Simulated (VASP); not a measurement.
ZnS (rocksalt type): relaxation of cell and atoms with r2SCAN

The system is ZnS (rocksalt type).

```
Zn S
1.0
     0.00000    2.32576    2.32576
     2.32576    0.00000    2.32576
     2.32576    2.32576    0.00000
Zn S
1 1
Direct
  0.00000 0.00000 0.00000
  0.50000 0.50000 0.50000
```

```yaml
Program: VASP 6.6.1
Task: relaxation of cell and atoms
Functional: r2SCAN
Potentials_or_basis: VASP PAW PBE potentials, release 64 (Zn, S)
Cutoff: 600 eV
k_mesh: 16 × 16 × 16
Occupations: fermi-dirac, width 0.08 eV
Spin: no spin polarisation
Dipole_correction: no
Further_INCAR_settings: ALGO = Normal; EDIFF = 1e-06; IBRION = 2; EDIFFG = -0.005; NSW = 60; ISIF = 3
```

```
Relaxed volume                         : 16.25 Å³/atom
Relaxed cell                           : a = 3.582 Å, b = 3.582 Å, c = 3.582 Å, α = 60.00°, β = 60.00°, γ = 60.00°
Space group after relaxing (to 0.05 Å) : Fm-3m (No. 225)
Energy gained by relaxing              : 392.9 meV/atom
Ionic steps                            : 3
Pressure after relaxing                : 0.0 GPa
```

Step by step:
```
step  energy change (eV)  largest force (eV/Å)  pressure (GPa)  volume (Å³)
   1              0.0000                0.0000           43.52        25.16
   2             -0.4325                0.0000          -12.73        39.77
   3             -0.7859                0.0000            0.02        32.50
```

Final structure:
```yaml
crystal:
  lattice:
    - [0.00000, 2.53290, 2.53290]
    - [2.53290, 0.00000, 2.53290]
    - [2.53290, 2.53290, 0.00000]
  atoms:
    - { symbol: Zn, position: [0.00000, 0.00000, 0.00000] }
    - { symbol: S, position: [0.50000, 0.50000, 0.50000] }
```

Levels at points of the mesh, in eV from the Fermi level:
| k point | band 7 | band 8 | band 9 | band 10 | band 11 | band 12 |
| --- | --- | --- | --- | --- | --- | --- |
| (0.00, 0.00, 0.00) | -0.87 | -0.87 | -0.87 | 2.41 | 9.31 | 9.31 |
| (0.50, 0.00, 0.00) | -5.75 | -0.35 | -0.35 | 4.22 | 5.82 | 5.82 |
| (0.50, 0.50, 0.00) | -5.66 | -2.88 | -2.88 | -0.11 | 5.57 | 12.74 |

Run time: 10 min on 1 thread of AMD EPYC 9R45 96-Core Processor (Zen 5) (shared host), peak memory 0.18 GiB.

Caveat: the volume moved by over 15 % at a fixed basis, so the end points are rough; the PAW data sets were made with another functional, which shifts forces and pressure a little.
